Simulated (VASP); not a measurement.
Crystal: Ta2AlC2N.

```
CELL_PARAMETERS angstrom
3.46102 0.00000 0.00000
0.00000 3.84013 0.00000
0.00000 0.00000 6.60834
ATOMIC_POSITIONS crystal
Ta 0.00000 0.00000 0.74705
Ta 0.00000 0.00000 0.25295
Al 0.50000 0.50000 0.00000
C 0.50000 0.00000 0.50000
C 0.00000 0.50000 0.00000
N 0.50000 0.50000 0.50000
```

The cell was generated, and may not be a known phase.

| Item | Value |
| --- | --- |
| Program | VASP 6.6.1 |
| Task | relaxation of cell and atoms |
| Functional | PBE |
| Potentials or basis | VASP PAW PBE potentials, release 64 (Ta_pv, Al, C, N) |
| Cutoff | 600 eV |
| k mesh | 6 × 4 × 4 |
| Occupations | gaussian, width 0.1 eV |
| Spin | no spin polarisation |

At the start: pressure -21.6 GPa; volume 14.64 Å³/atom.

Task: Where does the relaxation end?

Result: Over 19 steps the energy falls by 420.3 meV/atom and the volume is 11.88 Å³/atom (-18.8 %); space group Pmmm (No. 47, to 0.1 Å) before and after.

The path:
```csv
step,energy change (eV),largest force (eV/Å),pressure (GPa),volume (Å³)
1,0.0000,1.0657,-21.58,87.83
2,-1.6703,1.0748,29.24,64.61
3,-2.1100,0.3080,6.56,70.60
4,-2.3672,0.0537,-1.97,72.18
5,-2.3798,0.0723,-0.86,71.90
6,-2.4125,0.1225,0.31,71.39
7,-2.4591,0.7032,5.15,69.76
8,-2.4615,0.5705,3.87,70.15
9,-2.4738,0.5567,3.57,70.23
10,-2.4970,0.5223,2.79,70.45
11,-2.4557,0.3864,1.72,70.83
12,-2.4994,0.5040,2.54,70.53
13,-2.5079,0.4091,1.69,70.79
14,-2.5187,0.1627,-0.61,71.54
15,-2.5187,0.1494,-0.74,71.58
16,-2.5203,0.1090,-0.43,71.48
17,-2.5216,0.0308,0.19,71.28
18,-2.5216,0.0227,0.26,71.26
19,-2.5218,0.0097,0.11,71.31
```

Final structure:
```
CELL_PARAMETERS angstrom
3.64916 0.00000 0.00000
0.00000 3.21141 0.00000
0.00000 0.00000 6.08465
ATOMIC_POSITIONS crystal
Ta 0.00000 0.00000 0.74037
Ta 0.00000 0.00000 0.25963
Al 0.50000 0.50000 0.00000
C 0.50000 0.00000 0.50000
C 0.00000 0.50000 0.00000
N 0.50000 0.50000 0.50000
```

Caveat: the k points lie up to 0.49 Å⁻¹ apart in the final cell, too coarse for converged energies and pressures of a metal; the volume moved by over 15 % at a fixed basis, so the end points are rough.
